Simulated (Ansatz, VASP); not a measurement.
Given: the input of a run of VASP 6.6.1 on BaS.

Contents of POSCAR:

```
BaS
1.0
    0.0000000000      3.1937500000      3.1937500000
    3.1937500000      0.0000000000      3.1937500000
    3.1937500000      3.1937500000      0.0000000000
Ba S
1 1
Direct
    0.0000000000      0.0000000000      0.0000000000
    0.5000000000      0.5000000000      0.5000000000
```

Contents of INCAR.step1:

```
ALGO = Normal
EDIFF = 1E-5
ENCUT = 520
GGA = PE
ISIF = 2
ISMEAR = -1
LASPH = True
LREAL = False
LWAVE = True
NBANDS = 15
NELM = 60
PREC = Accurate
SIGMA = 0.02
```

File INCAR.step2:

```
ALGO = Normal
EDIFF = 1E-6
ENCUT = 520
GGA = PE
HFSCREEN = 0.2079
ISIF = 2
ISMEAR = -1
ISTART = 1
LASPH = True
LCHARG = True
LELF = True
LHFCALC = True
LREAL = False
LVHAR = True
LWAVE = False
NBANDS = 15
NELM = 60
PREC = Accurate
PRECFOCK = Normal
SIGMA = 0.02
```

File KPOINTS:

```
k-points
0
Gamma
  4 4 4
```

Potentials or basis: VASP PAW PBE potentials, release 64 (Ba_sv, S).

Run with:

```bash
$ cat potpaw_PBE.64/Ba_sv/POTCAR potpaw_PBE.64/S/POTCAR > POTCAR
$ cp INCAR.step1 INCAR
$ mpirun -np 1 vasp_std > vasp.out
$ cp INCAR.step2 INCAR
$ mpirun -np 1 vasp_std > vasp.out
```

Question: Set up the same calculation for Ansatz 0.2.0. Potentials there: all-electron PAW datasets made for the crystal.

Answer: As run (the cutoff follows the program's own potentials):

The input input.yaml:

```yaml
crystal:
  lattice:
    - [0.0, 3.19375, 3.19375]
    - [3.19375, 0.0, 3.19375]
    - [3.19375, 3.19375, 0.0]
  atoms:
    - { symbol: Ba, position: [0.0, 0.0, 0.0] }
    - { symbol: S, position: [0.5, 0.5, 0.5] }
kpoints:
  mp_grid: { grid: [4, 4, 4] }
scf:
  occupations: { method: fermi_dirac, width: 0.02 }
hamiltonian:
  xc: hse06
  pseudopotentials: { kind: all_electron, datasets: crystal }
output:
  forces: true
  stress: true
```

Potentials or basis: all-electron PAW datasets made for the crystal.

Run with:

```bash
$ ansatz run input.yaml --threads 1 --pin off --max-ram 3072MiB --backend cpu --events-out ev --progress --plain --runs-dir out
```

Both were run:

|  | VASP | Ansatz | Ansatz less VASP |
| --- | --- | --- | --- |
| gap on the k mesh at the Fermi level (eV) | 3.02 | 3.11 | +0.095 |
| least direct gap on the mesh (eV) | 3.18 | 3.24 | +0.066 |
| pressure (GPa) | 1.0 | 0.5 | -0.55 |

Ansatz ran all-electron here, and VASP with PAW potentials.

The k mesh is coarse, so the values compare programs but aren't converged. Spin-orbit coupling is off throughout.
